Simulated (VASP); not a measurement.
# Au (Fm-3m) in VASP: notebook

Aim: see how the results for Au move with the level of theory and the settings. Levels: LDA, PBE, PBEsol. Tasks: single point.

Everything below comes from runs of VASP 6.6.1. Logs are shortened: lines on timing, memory, paths and dates and some standing lists are left out, and cuts for length are marked.

**1. The cell of the first run**

It takes space group Fm-3m (No. 225, cubic). Conventional cell: a = 4.232 Å, b = 4.232 Å, c = 4.232 Å, α = 90.00°, β = 90.00°, γ = 90.00°. Within 3.9 Å of Au (site symmetry m-3m) lie 12 Au at 2.99 Å.

**2. Single point, LDA**

Contents of INCAR:

```
PREC = Accurate
ENCUT = 520
EDIFF = 1E-7
ISMEAR = -1
SIGMA = 0.06
LREAL = F
LASPH = T
NELM = 60
ALGO = Normal
ISIF = 2
LWAVE = F
LCHARG = F
GGA = CA
NBANDS = 12
```

Contents of KPOINTS:

```
regular mesh
0
Gamma
  12 12 12
```

Contents of POSCAR:

```
Au
1.0
    0.0000000000      2.1161740000      2.1161740000
    2.1161740000      0.0000000000      2.1161740000
    2.1161740000      2.1161740000      0.0000000000
Au
1
Direct
    0.0000000000      0.0000000000      0.0000000000
```

Potentials or basis: VASP PAW LDA potentials, release 64 (Au).

Run with:

```sh
cat potpaw_LDA.64/Au/POTCAR > POTCAR
mpirun -np 1 vasp_std > vasp.out
```

OUTCAR:

```text
PREC = Accurate
   ENCUT = 520
   EDIFF = 1E-7
   ISMEAR = -1
   LREAL = F
   LASPH = T
   NELM = 60
   ISIF = 2
   GGA = CA

 ion  position               nearest neighbor table
   1  0.000  0.000  0.000-

  LATTYP: Found a face centered cubic cell.
 ALAT       =     4.2323480000

  Lattice vectors:

 A1 = (   0.0000000000,   2.1161740000,   2.1161740000)
 A2 = (   2.1161740000,   0.0000000000,   2.1161740000)
 A3 = (   2.1161740000,   2.1161740000,   0.0000000000)

Analysis of symmetry for initial positions (statically):
=====================================================================
 Subroutine PRICEL returns:
 Original cell was already a primitive cell.

 Routine SETGRP: Setting up the symmetry group for a
 face centered cubic supercell.

 Subroutine GETGRP returns: Found 48 space group operations
 (whereof 48 operations were pure point group operations)
 out of a pool of 48 trial point group operations.

The static configuration has the point symmetry O_h .

Analysis of symmetry for dynamics (positions and initial velocities):
=====================================================================
 Subroutine PRICEL returns:
 Original cell was already a primitive cell.

 Routine SETGRP: Setting up the symmetry group for a
 face centered cubic supercell.

 Subroutine GETGRP returns: Found 48 space group operations
 (whereof 48 operations were pure point group operations)
 out of a pool of 48 trial point group operations.

The dynamic configuration has the point symmetry O_h .

 Subroutine INISYM returns: Found 48 space group operations
 (whereof 48 operations are pure point group operations),
 and found     1 'primitive' translations

----------------------------------------------------------------------------------------

                                     Primitive cell

  volume of cell :      18.9533

  direct lattice vectors                    reciprocal lattice vectors
     0.000000000  2.116174000  2.116174000    -0.236275467  0.236275467  0.236275467
     2.116174000  0.000000000  2.116174000     0.236275467 -0.236275467  0.236275467
     2.116174000  2.116174000  0.000000000     0.236275467  0.236275467 -0.236275467

  length of vectors
     2.992721971  2.992721971  2.992721971     0.409241113  0.409241113  0.409241113

  position of ions in fractional coordinates (direct lattice)
     0.000000000  0.000000000  0.000000000

  ion indices of the primitive-cell ions
   primitive index   ion index
                 1           1

----------------------------------------------------------------------------------------

 KPOINTS: regular mesh

Automatic generation of k-mesh.
 Grid dimensions read from file:
 generate k-points for:   12   12   12

 Generating k-lattice:

  Cartesian coordinates                     Fractional coordinates (reciprocal lattice)
    -0.019689622  0.019689622  0.019689622     0.083333333  0.000000000  0.000000000
     0.019689622 -0.019689622  0.019689622     0.000000000  0.083333333  0.000000000
     0.019689622  0.019689622 -0.019689622     0.000000000  0.000000000  0.083333333

  Length of vectors
     0.034103426  0.034103426  0.034103426

  Shift w.r.t. Gamma in fractional coordinates (k-lattice)
     0.000000000  0.000000000  0.000000000

 Subroutine IBZKPT returns following result:
 ===========================================

 Found     72 irreducible k-points:

 Following reciprocal coordinates:
            Coordinates               Weight
  0.000000  0.000000  0.000000      1.000000
  0.083333  0.000000  0.000000      8.000000
  0.166667  0.000000  0.000000      8.000000
  0.250000  0.000000  0.000000      8.000000
  0.333333  0.000000  0.000000      8.000000
  0.416667  0.000000  0.000000      8.000000
[... 16 lines left out ...]
  0.500000  0.166667  0.000000     24.000000
 -0.416667  0.166667  0.000000     24.000000
 [... further k-points ...]
   k-points           NKPTS =     72   k-points in BZ     NKDIM =     72   number of bands    NBANDS=     12
   number of dos      NEDOS =    301   number of ions     NIONS =      1
   total plane-waves  NPLWV =  13824
   dimension x,y,z NGX =    24 NGY =   24 NGZ =   24
   dimension x,y,z NGXF=    48 NGYF=   48 NGZF=   48
   ions per type =               1
   NGX,Y,Z   is equivalent  to a cutoff of  13.33, 13.33, 13.33 a.u.
   NGXF,Y,Z  is equivalent  to a cutoff of  26.66, 26.66, 26.66 a.u.
 SYSTEM =  unknown system
   PREC   = accura    normal or accurate (medium, high low for compatibility)
   ISTART =      0    job   : 0-new  1-cont  2-samecut
   ICHARG =      2    charge: 1-file 2-atom 10-const
   ISPIN  =      1    spin polarized calculation?
   LNONCOLLINEAR =      F non collinear calculations
   LSORBIT =      F    spin-orbit coupling
   LASPH  =      T    aspherical Exc in radial PAW
   ENCUT  =  520.0 eV  38.22 Ry    6.18 a.u.   5.56  5.56  5.56*2*pi/ulx,y,z
   NELM   =     60;   NELMIN=  2; NELMDL= -5     # of ELM steps
   EDIFF  = 0.1E-06   stopping-criterion for ELM
   LREAL  =      F    real-space projection
   EDIFFG = 0.1E-05   stopping-criterion for IOM
   NSW    =      0    number of steps for IOM
   IBRION =     -1    ionic relax: 0-MD 1-quasi-New 2-CG
   NFREE  =      0    steps in history (QN), initial steepest desc. (CG)
   ISIF   =      2    stress and relaxation
   ISYM   =      2    0-nonsym 1-usesym 2-fastsym
   POTIM  = 0.5000    time-step for ionic-motion
   TEBEG  =    0.0;   TEEND  =   0.0 temperature during run
   PSTRESS=    0.0 pullay stress
   NELECT =      11.0000    total number of electrons
   NUPDOWN=      -1.0000    fix difference up-down
   EMIN   =  10.00;   EMAX   =-10.00  energy-range for DOS
   EFERMI =   0.00;   METHOD = LEGACY
   ISMEAR =    -1;   SIGMA  =   0.06  broadening in eV -4-tet -1-fermi 0-gaus
   EFERMI_NEDOS =   21; number of points for ismear=-14 and -15
   IALGO  =     38    algorithm
   IMIX   =      4    mixing-type and parameters
     AMIX     =   0.40;   BMIX     =  1.00
     AMIX_MAG =   1.60;   BMIX_MAG =  1.00
  volume/ion in A,a.u.               =      18.95       127.90
  Fermi-wavevector in a.u.,A,eV,Ry     =   1.365561  2.580536 25.371547  1.864756
  Thomas-Fermi vector in A             =   2.491778
   LORBIT       =      0    0 simple, 1 ext, 2 COOP (PROOUT), +10 PAW based schemes
   GGA     = CA    functional components
   LHFCALC =     F    Hartree Fock is set to
   AEXX    =    0.0000 exact exchange contribution
   IVDW    =     0    specifies the selected vdW correction
   LEPSILON=     F    determine dielectric tensor
   LRPA    =     F    only Hartree local field effects (RPA)
 non-spin polarized calculation
  energy-cutoff  :      520.00
  volume of cell :       18.95
 maximum number of plane-waves:       532
 NGX is ok and might be reduce to    24
   NGX = 11   NGY = 11   NGZ = 11

 number of electron      10.9999999 magnetization

 Free energy of the ion-electron system (eV)
  ---------------------------------------------------
  ext. energy  EPLUGINS =         0.00000000
  ---------------------------------------------------
  free energy    TOTEN  =        -4.29476463 eV

  energy without entropy =       -4.29002201  energy(sigma->0) =       -4.29239332

 E-fermi :   7.5145     XC(G=0): -12.3755

 val. band max:        7.3926160109   @ k =   0.5000   0.3333   0.1667
 cond. band min:       7.5817020495   @ k =   0.5000   0.2500   0.0833
 fundamental gap:      0.1890860386
 Fermi energy:         7.5144767168

 k-point     1 :       0.0000    0.0000    0.0000
  band No.  band energies     occupation
      1      -1.2571      2.00000
      2       3.4133      2.00000
      3       3.4133      2.00000
      4       3.4133      2.00000
      5       4.6891      2.00000
      6       4.6891      2.00000
      7      22.1695      0.00000
      8      25.5041      0.00000
      9      25.5041      0.00000
     10      25.5041      0.00000
     11      30.2173      0.00000
     12      33.7239      0.00000

 k-point     2 :       0.0833    0.0000    0.0000
  band No.  band energies     occupation
      1      -1.0380      2.00000
      2       3.3523      2.00000
      3       3.4823      2.00000
      4       3.4823      2.00000
      5       4.6616      2.00000
      6       4.6616      2.00000
      7      22.3605      0.00000
      8      24.1048      0.00000
      9      25.7113      0.00000
     10      25.7113      0.00000
     11      30.6332      0.00000
     12      32.4944      0.00000

 k-point     3 :       0.1667    0.0000    0.0000
  band No.  band energies     occupation
      1      -0.4220      2.00000
      2       3.2402      2.00000
      3       3.6222      2.00000
      4       3.6222      2.00000
      5       4.6508      2.00000
      6       4.6508      2.00000
      7      21.1067      0.00000
      8      23.1015      0.00000
      9      26.1779      0.00000
     10      26.1779      0.00000
     11      28.8548      0.00000
     12      30.7746      0.00000
[... 286 lines left out ...]
 k-point    23 :       0.5000    0.1667    0.0000
  band No.  band energies     occupation
      1       1.6887      2.00000
      2       3.1060      2.00000
      3       3.8805      2.00000
      4       4.0258      2.00000
      5       5.7245      2.00000
      6       8.1904      0.00003
      7      11.2901      0.00000
      8      20.4475      0.00000
      9      21.9302      0.00000
     10      22.9255      0.00000
     11      31.5798      0.00000
     12      31.9789      0.00000

 k-point    24 :      -0.4167    0.1667    0.0000
  band No.  band energies     occupation
      1       1.7259      2.00000
      2       3.1032      2.00000
      3       3.8274      2.00000
      4       4.2625      2.00000
      5       5.5098      2.00000
      6       8.7600      0.00000
      7      10.6766      0.00000
      8      19.6667      0.00000
      9      22.8011      0.00000
     10      22.8298      0.00000
     11      31.0557      0.00000
     12      31.6070      0.00000

 [... further k-points ...]
[... 5 lines left out ...]
  --------------------------------------------------------------------------------------
  -------------------------------------------------------------------------------------
  Total       -2.0249495     -2.0249495     -2.0249495     -0.0000000      0.0000000      0.0000000
  in kB     -171.1751257   -171.1751257   -171.1751257     -0.0000000      0.0000000      0.0000000
  external PRESSURE =    -171.1751257 kB  Pullay stress =       0.0000000 kB

 VOLUME and BASIS-vectors are now :
 -----------------------------------------------------------------------------
  energy-cutoff  :      520.00
  volume of cell :       18.95
      direct lattice vectors                 reciprocal lattice vectors
     0.000000000  2.116174000  2.116174000    -0.236275467  0.236275467  0.236275467
     2.116174000  0.000000000  2.116174000     0.236275467 -0.236275467  0.236275467
     2.116174000  2.116174000  0.000000000     0.236275467  0.236275467 -0.236275467

 POSITION                                       TOTAL-FORCE (eV/Angst)
 -----------------------------------------------------------------------------------
      0.00000      0.00000      0.00000        -0.000000      0.000000      0.000000
 -----------------------------------------------------------------------------------
    total drift:                               -0.000000      0.000000     -0.000000

  FREE ENERGIE OF THE ION-ELECTRON SYSTEM (eV)
  ---------------------------------------------------
  free  energy   TOTEN  =        -4.2947646316 eV

  energy  without entropy=       -4.2900220082  energy(sigma->0) =       -4.29239332
```

Run time: 6.5 s. Hardware: 1 thread of Intel Xeon 6975P-C (Granite Rapids), shared host; peak memory 0.13 GiB.

What came out:

```
Free energy : -4.2948 eV
Pressure    : -17.1 GPa
```

Levels at points of the mesh, in eV from the Fermi level:
```
           k point  band 2  band 3  band 4  band 5  band 6  band 7  band 8  band 9  band 10  band 11
(0.00, 0.00, 0.00)   -4.10   -4.10   -4.10   -2.83   -2.83   14.66   17.99   17.99    17.99    22.70
(0.50, 0.00, 0.00)   -4.12   -4.12   -1.82   -1.82   -0.46    2.58   14.09   16.27    16.27    23.44
(0.50, 0.50, 0.00)   -5.83   -1.86   -1.56   -1.56    1.32    5.00    9.68    9.68    16.19    18.53
```

Caveat: spin-orbit coupling is left out, which moves the levels of the heavy elements.

(Part 1 of 2 ends here.)
